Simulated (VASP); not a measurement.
Input of a VASP 6.6.1 run:

Contents of INCAR:

```
SYSTEM = CaF
PREC     = Accurate       ! precision mode
ENCUT    = 600            ! plane-wave cutoff, eV
EDIFF    = 1E-7           ! SCF threshold, eV
ISMEAR   = 0              ! smearing method
SIGMA    = 0.1            ! smearing width, eV
LREAL    = .False.        ! projectors in reciprocal space
LASPH    = .True.         ! aspherical terms in the spheres
NELM     = 120            ! most SCF steps
ALGO     = Normal         ! electronic algorithm
ISIF     = 3              ! what is computed and relaxed
LWAVE    = .False.        ! write WAVECAR
LCHARG   = .False.        ! write CHGCAR
GGA      = PE             ! functional
IBRION   = 2              ! ionic algorithm
NSW      = 90             ! ionic steps
EDIFFG   = -0.04          ! ionic threshold
GGA_COMPAT= .False.      
NELMIN   = 4
```

KPOINTS

```
regular mesh
0
Gamma
  6 6 6
  0 0 0
```

File POSCAR:

```
CaF
1.0
    1.6549541508     -3.9916337339      0.0000000000
    1.6549541508      3.9916337339      0.0000000000
    0.0000000000      0.0000000000      3.4529201249
Ca F
1 1
Direct
    0.0000000000      0.0000000000      0.5000000000
    0.5000000000      0.5000000000      0.0000000000
```

Potentials or basis: VASP PAW PBE potentials, release 64 (Ca_sv, F).

The run is started by

```console
$ cat potpaw_PBE.64/Ca_sv/POTCAR potpaw_PBE.64/F/POTCAR > POTCAR
$ mpirun -np 1 vasp_std > vasp.out
```

Task: Predict the relaxed cell.

Result: a = 4.358 Å, b = 4.358 Å, c = 3.463 Å, α = 90.00°, β = 90.00°, γ = 135.46°.

Task: Predict the space group after relaxing (to 0.05 Å).

Result: Cmmm (No. 65).

Task: What does it give for the relaxed volume?

Result: 23.07 Å³/atom.

Stress tensor (GPa, compression positive):
```
-0.01  0.00  0.00
 0.00  0.24  0.00
 0.00  0.00 -0.22
```

Caveat: an odd number of electrons without spin polarisation forces a metal; a magnetic or distorted state may lie lower.
